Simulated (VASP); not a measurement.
# GaN (P6_3mc) in VASP: a series of runs, part 2 of 2

VASP 6.6.1.

### 3 Dielectric tensor, PBEsol

Contents of INCAR:

```
SYSTEM = GaN
  PREC = Accurate
  ENCUT = 520
  EDIFF = 1E-8
  ISMEAR = 0
  SIGMA = 0.01
  LREAL = .FALSE.
  LASPH = .TRUE.
  NELM = 80
  ALGO = Normal
  ISIF = 2
  LWAVE = .FALSE.
  LCHARG = .FALSE.
  GGA = PS
  LEPSILON = .TRUE.
```

Contents of KPOINTS:

```
regular mesh
0
G
  10 10 5
  0 0 0
```

Contents of POSCAR:

```
GaN
1.0
    3.1800000000      0.0000000000      0.0000000000
   -1.5900000000      2.7539607840      0.0000000000
    0.0000000000      0.0000000000      5.1660000000
Ga N
2 2
Direct
    0.6666666667      0.3333333333      0.5000000000
    0.3333333333      0.6666666667      0.0000000000
    0.6666666667      0.3333333333      0.8750000000
    0.3333333333      0.6666666667      0.3750000000
```

Potentials or basis: VASP PAW PBE potentials, release 64 (Ga_d, N).

Run with:

```sh
> cat potpaw_PBE.64/Ga_d/POTCAR potpaw_PBE.64/N/POTCAR > POTCAR
> mpirun -np 1 vasp_std > vasp.out
```

OUTCAR:

```text
SYSTEM = GaN
   PREC = Accurate
   ENCUT = 520
   EDIFF = 1E-8
   ISMEAR = 0
   LREAL = .FALSE.
   LASPH = .TRUE.
   NELM = 80
   ISIF = 2
   GGA = PS
   LEPSILON = .TRUE.

 ion  position               nearest neighbor table
   1  0.667  0.333  0.500-   3 1.94   4 1.95   4 1.95   4 1.95
   2  0.333  0.667  0.000-   4 1.94   3 1.95   3 1.95   3 1.95
   3  0.667  0.333  0.875-   1 1.94   2 1.95   2 1.95   2 1.95
   4  0.333  0.667  0.375-   2 1.94   1 1.95   1 1.95   1 1.95

  LATTYP: Found a hexagonal cell.
 ALAT       =     3.1800000000
 C/A-ratio  =     1.6245283019

  Lattice vectors:

 A1 = (   3.1800000000,   0.0000000000,   0.0000000000)
 A2 = (  -1.5900000000,   2.7539607840,   0.0000000000)
 A3 = (   0.0000000000,   0.0000000000,   5.1660000000)

Analysis of symmetry for initial positions (statically):
=====================================================================
 Subroutine PRICEL returns:
 Original cell was already a primitive cell.

 Routine SETGRP: Setting up the symmetry group for a
 hexagonal supercell.

 Subroutine GETGRP returns: Found 12 space group operations
 (whereof  6 operations were pure point group operations)
 out of a pool of 24 trial point group operations.

The static configuration has the point symmetry C_3v.
 The point group associated with its full space group is C_6v.

Analysis of symmetry for dynamics (positions and initial velocities):
=====================================================================
 Subroutine PRICEL returns:
 Original cell was already a primitive cell.

 Routine SETGRP: Setting up the symmetry group for a
 hexagonal supercell.

 Subroutine GETGRP returns: Found 12 space group operations
 (whereof  6 operations were pure point group operations)
 out of a pool of 24 trial point group operations.

The dynamic configuration has the point symmetry C_3v.
 The point group associated with its full space group is C_6v.

 Subroutine INISYM returns: Found 12 space group operations
 (whereof  6 operations are pure point group operations),
 and found     1 'primitive' translations

----------------------------------------------------------------------------------------

                                     Primitive cell

  volume of cell :      45.2417

  direct lattice vectors                    reciprocal lattice vectors
     3.180000000  0.000000000  0.000000000     0.314465409  0.181556688  0.000000000
    -1.590000000  2.753960784  0.000000000     0.000000000  0.363113377  0.000000000
     0.000000000  0.000000000  5.166000000     0.000000000  0.000000000  0.193573364

  length of vectors
     3.180000000  3.180000000  5.166000000     0.363113377  0.363113377  0.193573364

  position of ions in fractional coordinates (direct lattice)
     0.666666667  0.333333333  0.500000000
[... 734 lines left out ...]
  FORCE on cell =-STRESS in cart. coord.  units (eV):
  Direction    XX          YY          ZZ          XY          YZ          ZX
  --------------------------------------------------------------------------------------
  -------------------------------------------------------------------------------------
  Total        0.0295693      0.0295693      0.6270510      0.0000000      0.0000000      0.0000000
  in kB        1.0471593      1.0471593     22.2061946      0.0000000      0.0000000      0.0000000
  external PRESSURE =       8.1001711 kB  Pullay stress =       0.0000000 kB

 VOLUME and BASIS-vectors are now :
 -----------------------------------------------------------------------------
  energy-cutoff  :      520.00
  volume of cell :       45.24
      direct lattice vectors                 reciprocal lattice vectors
     3.180000000  0.000000000  0.000000000     0.314465409  0.181556688  0.000000000
    -1.590000000  2.753960784  0.000000000     0.000000000  0.363113377  0.000000000
     0.000000000  0.000000000  5.166000000     0.000000000  0.000000000  0.193573364

 POSITION                                       TOTAL-FORCE (eV/Angst)
 -----------------------------------------------------------------------------------
      1.59000      0.91799      2.58300         0.000000      0.000000     -0.130928
     -0.00000      1.83597      0.00000         0.000000      0.000000     -0.130928
      1.59000      0.91799      4.52025         0.000000      0.000000      0.130928
     -0.00000      1.83597      1.93725        -0.000000      0.000000      0.130928
 -----------------------------------------------------------------------------------
    total drift:                               -0.000001     -0.000001      0.000052

  FREE ENERGIE OF THE ION-ELECTRON SYSTEM (eV)
  ---------------------------------------------------
  free  energy   TOTEN  =       -26.2662453784 eV

  energy  without entropy=      -26.2662453784  energy(sigma->0) =      -26.26624538

 HEAD OF MICROSCOPIC STATIC DIELECTRIC TENSOR (INDEPENDENT PARTICLE, excluding Hartree and local field effects)
 ------------------------------------------------------
           5.991542     0.000000     0.000000
           0.000000     5.991542     0.000000
           0.000000     0.000000     6.128693
 ------------------------------------------------------

 Free energy of the ion-electron system (eV)
  ---------------------------------------------------
  ---------------------------------------------------
  free energy    TOTEN  =        -0.64207194 eV

  energy without entropy =       -0.64207194

------------------------ aborting loop because EDIFF is reached ----------------------------------------

--------------------------------------- Ionic step        2  -------------------------------------------

------------------------ aborting loop because EDIFF is reached ----------------------------------------

--------------------------------------- Ionic step        3  -------------------------------------------

 Free energy of the ion-electron system (eV)
  ---------------------------------------------------
  ---------------------------------------------------
  free energy    TOTEN  =        -0.66067028 eV

  energy without entropy =       -0.66067028

------------------------ aborting loop because EDIFF is reached ----------------------------------------

 PIEZOELECTRIC TENSOR FIELD DIRECTION 3  (e Angst)
 -----------------------------------------------------------------------------
     1.40927  0.00000  0.00000           (  0.11279  0.00000  0.00000)
     0.00000  1.40927 -0.00000           (  0.00000  0.11279 -0.00000)
    -0.00000 -0.00000 -2.82483           (  0.00000 -0.00000 -0.24275)

 PIEZOELECTRIC TENSOR FIELD DIRECTION 3  (C/m^2)
 -----------------------------------------------------------------------------
     0.49908  0.00000  0.00000
     0.00000  0.49908 -0.00000
    -0.00000 -0.00000 -1.00038

 MACROSCOPIC STATIC DIELECTRIC TENSOR (including local field effects in DFT)
 ------------------------------------------------------
           5.804946    -0.000000     0.000000
           0.000000     5.804946     0.000000
           0.000000     0.000000     5.959372
 ------------------------------------------------------

 PIEZOELECTRIC TENSOR (including local field effects)  for field in x, y, z        (e  Angst)
          XX          YY          ZZ          XY          YZ          ZX
  --------------------------------------------------------------------------------
  x    -0.00000     0.00000     0.00000    -0.00000     0.00000     1.57051
  y    -0.00000    -0.00000     0.00000    -0.00000     1.57051     0.00000
  z     1.40927     1.40927    -2.82483     0.00000     0.00000     0.00000

 PIEZOELECTRIC TENSOR (including local field effects)  for field in x, y, z        (C/m^2)
          XX          YY          ZZ          XY          YZ          ZX
  --------------------------------------------------------------------------------
  x    -0.00000     0.00000     0.00000    -0.00000     0.00000     0.55617
  y    -0.00000    -0.00000     0.00000    -0.00000     0.55618     0.00000
  z     0.49908     0.49908    -1.00038     0.00000     0.00000     0.00000

 BORN EFFECTIVE CHARGES (including local field effects) (in |e|, cummulative output)
 ---------------------------------------------------------------------------------
 ion    1
    1     2.60219     0.00000     0.00000
    2     0.00000     2.60219    -0.00000
    3    -0.00000     0.00000     2.73364
 ion    2
    1     2.60219     0.00000     0.00000
    2     0.00000     2.60219     0.00000
    3     0.00000    -0.00000     2.73364
 ion    3
    1    -2.60219     0.00000     0.00000
    2     0.00000    -2.60219     0.00000
    3     0.00000    -0.00000    -2.73364
 ion    4
    1    -2.60219     0.00000     0.00000
    2     0.00000    -2.60219     0.00000
    3     0.00000     0.00000    -2.73364
```

OSZICAR:

```text
N       E                     dE             d eps       ncg     rms          rms(c)
DAV:   1     0.282372026304E+03    0.28237E+03   -0.18336E+04  1894   0.304E+03
DAV:   2     0.743498376019E+01   -0.27494E+03   -0.26625E+03  2034   0.539E+02
DAV:   3    -0.283549047938E+02   -0.35790E+02   -0.35486E+02  2148   0.158E+02
[... 12 lines left out ...]
RMM:   8    -0.660619051083E+00   -0.12030E-03   -0.20426E-05  3599   0.103E-02    0.960E-04
RMM:   9    -0.660662766310E+00   -0.43715E-04   -0.50623E-06  3377   0.394E-03    0.580E-04
RMM:  10    -0.660671894529E+00   -0.91282E-05   -0.33945E-06  3649   0.159E-03    0.954E-05
RMM:  11    -0.660669424541E+00    0.24700E-05   -0.98783E-07  3691   0.513E-04    0.624E-05
RMM:  12    -0.660670444368E+00   -0.10198E-05   -0.37613E-07  3078   0.182E-04    0.229E-05
RMM:  13    -0.660670279496E+00    0.16487E-06   -0.75148E-08  1898   0.809E-05    0.834E-06
```

It took 17 min on 1 thread of Intel Xeon 8259CL, shared host; peak memory 0.44 GiB.

What came out:

```yaml
Band_gap_on_the_k_mesh: 1.93 eV
Electronic_dielectric_tensor_diagonal: 5.80, 5.80, 5.96
Born_charges_mean_of_the_diagonal: Ga +2.65; N -2.65 e
```

Levels at points of the mesh, in eV from the valence-band top:
| k point | band 15 | band 16 | band 17 | band 18 | band 19 | band 20 | band 21 | band 22 |
| --- | --- | --- | --- | --- | --- | --- | --- | --- |
| (0.00, 0.00, 0.00) | -1.08 | -0.06 | 0.00 | 0.00 | 1.93 | 4.23 | 9.16 | 9.82 |
| (0.50, 0.00, 0.00) | -4.33 | -2.82 | -2.31 | -1.00 | 4.94 | 5.54 | 5.97 | 8.62 |

Electronic dielectric tensor:
```
5.80 0.00 0.00
0.00 5.80 0.00
0.00 0.00 5.96
```

Born effective charge tensors (e):
atom 1, Ga
```
2.60 0.00 0.00
0.00 2.60 0.00
0.00 0.00 2.73
```
atom 2, Ga
```
2.60 0.00 0.00
0.00 2.60 0.00
0.00 0.00 2.73
```
atom 3, N
```
-2.60  0.00  0.00
 0.00 -2.60  0.00
 0.00  0.00 -2.73
```
atom 4, N
```
-2.60  0.00  0.00
 0.00 -2.60  0.00
 0.00  0.00 -2.73
```

Caveat: the PAW data sets were made with another functional, which shifts forces and pressure a little.
